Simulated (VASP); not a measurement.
Write the native input for VASP 6.6.1 that does the following.

```
Task                   : single point
Functional             : r2SCAN
Potentials or basis    : VASP PAW PBE potentials, release 64 (Ti_sv, O)
Cutoff                 : 520 eV
k mesh                 : 6 × 6 × 8
Occupations            : gaussian, width 0.01 eV
Spin                   : no spin polarisation
Dipole correction      : no
Further INCAR settings : ALGO = Normal; EDIFF = 1e-06; NBANDS = 33
```

Crystal: TiO2.

```
Ti O
1.0
     4.78073    0.00000    0.00000
     0.00000    4.78073    0.00000
     0.00000    0.00000    3.07163
Ti O
2 4
Direct
  0.00000 0.00000 0.00000
  0.50000 0.50000 0.50000
  0.31021 0.31021 0.00000
  0.18979 0.81021 0.50000
  0.81021 0.18979 0.50000
  0.68979 0.68979 0.00000
```

This cell differs from its parent crystal: strain +4.0%.

The input as run:

POSCAR

```
TiO2
1.0
    4.7807276338      0.0000000000      0.0000000000
    0.0000000000      4.7807276338      0.0000000000
    0.0000000000      0.0000000000      3.0716309173
Ti O
2 4
Direct
    0.0000000000      0.0000000000      0.0000000000
    0.5000000000      0.5000000000      0.5000000000
    0.3102106028      0.3102106028      0.0000000000
    0.1897893972      0.8102106028      0.5000000000
    0.8102106028      0.1897893972      0.5000000000
    0.6897893972      0.6897893972      0.0000000000
```

INCAR.step1

```
PREC = Accurate
ENCUT = 520
ISMEAR = 0
SIGMA = 0.01
LREAL = F
LASPH = T
NELM = 100
NBANDS = 33
GGA = PE
ALGO = Normal
EDIFF = 1E-4
LWAVE = T
LCHARG = F
```

INCAR.step2

```
PREC = Accurate
ENCUT = 520
EDIFF = 1E-6
ISMEAR = 0
SIGMA = 0.01
LREAL = F
LASPH = T
NELM = 100
ALGO = Normal
ISIF = 2
LWAVE = F
LCHARG = T
METAGGA = R2SCAN
LMIXTAU = T
LELF = T
LVHAR = T
NBANDS = 33
ISTART = 1
```

KPOINTS

```
regular mesh
0
Gamma
  6 6 8
```

Potentials or basis: VASP PAW PBE potentials, release 64 (Ti_sv, O).

The run is started by

```bash
$ cat potpaw_PBE.64/Ti_sv/POTCAR potpaw_PBE.64/O/POTCAR > POTCAR
$ cp INCAR.step1 INCAR
$ mpirun -np 1 vasp_std > vasp.out
$ cp INCAR.step2 INCAR
$ mpirun -np 1 vasp_std > vasp.out
```

It gave:

```json
{"Pressure": "-20.5 GPa", "Largest force": "0.040 eV/Å", "Band gap on the k mesh": "2.11 eV"}
```

Caveat: the cell differs from its parent crystal (strain +4.0%); the cell stands under tension; the PAW data sets were made with another functional, which shifts forces and pressure a little.

Run time: 5.4 min on 1 thread of Intel(R) Xeon(R) Platinum 8259CL CPU @ 2.50GHz (Skylake/Cascade Lake) (shared host), peak memory 0.24 GiB.
